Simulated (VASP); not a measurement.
MnSb: single point with PBEsol+U

MnSb:

```xyz
4
Lattice="4.1500 0.0000 0.0000 -2.0750 3.5940 0.0000 0.0000 0.0000 5.7800" Properties=species:S:1:pos:R:3 pbc="T T T"
Sb    2.0750    1.1980    4.3350
Sb    0.0000    2.3960    1.4450
Mn    0.0000    0.0000    2.8900
Mn    0.0000    0.0000    0.0000
```

| Property | Result |
| --- | --- |
| Program | VASP 6.6.1 |
| Task | single point |
| Functional | PBEsol |
| Potentials or basis | VASP PAW PBE potentials, release 64 (Sb, Mn_pv) |
| Cutoff | 520 eV |
| k mesh | 7 × 7 × 5 |
| Occupations | fermi-dirac, width 0.05 eV |
| Spin | collinear spin, ferromagnetic start |
| Starting moments | [0.0, 0.0, 4.0, 4.0] μB |
| Hubbard terms | Mn d U = 4.5 eV |
| Dipole correction | no |
| Further INCAR settings | ALGO = Normal; EDIFF = 1e-06; NBANDS = 30 |

```
Pressure                                              : 4.9 GPa
Net moment                                            : 8.11 μB per cell
Site moments                                          : Sb -0.20; Mn +4.24 μB
Valence electrons inside the program's atomic spheres : Sb 2.51; Mn 11.46
```

Stress tensor (GPa, compression positive):
```
4.05 0.00 0.00
0.00 4.05 0.00
0.00 0.00 6.60
```

Levels at points of the mesh, in eV from the Fermi level:
Spin up:
```csv
k point,band 19,band 20,band 21,band 22,band 23,band 24,band 25,band 26
"(0.00, 0.00, 0.00)",-2.99,0.31,0.31,1.43,1.43,2.61,2.65,3.68
```
Spin down:
```
           k point  band 10  band 11  band 12  band 13  band 14  band 15  band 16  band 17  band 18  band 19
(0.00, 0.00, 0.00)    -2.03    -2.03     0.30     0.37     0.37     1.20     1.20     1.63     1.63     2.38
```

Eigenvalues of the final occupation matrices:
| site | spin | trace | eigenvalues |
| --- | --- | --- | --- |
| site 3 d | 1 | 4.56 | 0.90 0.90 0.92 0.92 0.92 |
| site 3 d | 2 | 0.39 | 0.03 0.03 0.05 0.14 0.14 |
| site 4 d | 1 | 4.56 | 0.90 0.90 0.92 0.92 0.92 |
| site 4 d | 2 | 0.39 | 0.03 0.03 0.05 0.14 0.14 |

It took 2.6 min on 1 thread of Oxide Virtual Turin-like Processor, on a shared host, peak memory 0.26 GiB.

Caveat: the cell stands under pressure; the PAW data sets were made with another functional, which shifts forces and pressure a little; spin-orbit coupling is left out, which moves the levels of the heavy elements; only a ferromagnetic start was run, and an antiferromagnetic order may lie lower in energy; the U is typed as a test and isn't derived for this compound. The state reached can hang on the start; a lower one may exist.
